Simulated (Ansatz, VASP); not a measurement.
## Cu: VASP beside Ansatz

The input POSCAR:

```
Cu
1.0
   -1.4427933200      1.4427933200      1.3760814500
    1.4427933200     -1.4427933200      1.3760814500
    1.4427933200      1.4427933200     -1.3760814500
Cu
1
Direct
    0.0000000000      0.0000000000      0.0000000000
```

File INCAR.step1:

```
SYSTEM = Cu
PREC = Accurate
ENCUT = 520
EDIFF = 1E-5
ISMEAR = -1
SIGMA = 0.05
LREAL = .FALSE.
LASPH = .TRUE.
NELM = 100
ALGO = Normal
ISIF = 2
LWAVE = .TRUE.
LCHARG = .FALSE.
NBANDS = 12
GGA = PE
```

INCAR.step2

```
SYSTEM = Cu
PREC = Accurate
ENCUT = 520
EDIFF = 1E-6
ISMEAR = -1
SIGMA = 0.05
LREAL = .FALSE.
LASPH = .TRUE.
NELM = 100
ALGO = Normal
ISIF = 2
LWAVE = .FALSE.
LCHARG = .FALSE.
METAGGA = R2SCAN
LHFCALC = .TRUE.
AEXX = 0.1
LMIXTAU = .TRUE.
PRECFOCK = Normal
NBANDS = 12
ISTART = 1
```

The input KPOINTS:

```
Automatic mesh
0
G
  7 7 7
  0 0 0
```

The input input:

```
crystal:
  lattice:
    - [-1.44279332, 1.44279332, 1.37608145]
    - [1.44279332, -1.44279332, 1.37608145]
    - [1.44279332, 1.44279332, -1.37608145]
  atoms:
    - { symbol: Cu, position: [0.0, 0.0, 0.0] }
hamiltonian:
  xc: r2scanh
  pseudopotentials: { kind: paw }
kpoints:
  mp_grid: { grid: [7, 7, 7] }
scf:
  occupations: { method: fermi_dirac, width: 0.05 }
output:
  forces: true
  stress: true
  eigenvalues: true
```

Alike in both runs: task single point; functional r2SCANh; k mesh 7 × 7 × 7; occupations fermi-dirac, width 0.05 eV; no spin polarisation.

|  | VASP | Ansatz |
| --- | --- | --- |
| version | VASP 6.6.1 | Ansatz 0.2.0 |
| potentials or method | VASP PAW PBE potentials, release 64 (Cu) | Ansatz PAW |
| plane-wave cutoff (eV) | 520 | 500 |
| valence electrons in the cell | 11 | 19 |

Ansatz gave:

- gap on the k mesh at the Fermi level (eV): none
- pressure (GPa): 1.5
- traceless stress, the component that is largest in VASP (GPa): -3.56

**Question.** Estimate VASP's values.

**Answer.** gap on the k mesh at the Fermi level (eV): none; pressure (GPa): 2.1; traceless stress, the component that is largest in VASP (GPa): -3.55.

VASP's potentials were made for PBE, not for r2SCANh. A gap of «none» marks a metal or a gap that the smearing closes. With one functional, cell and mesh, what is left measures potentials, basis and numerics. VASP's potentials hold 11 valence electrons a cell and Ansatz's 19, so a difference there can come from the potentials and not from the codes.

The k mesh is coarse, so the values compare programs but aren't converged.
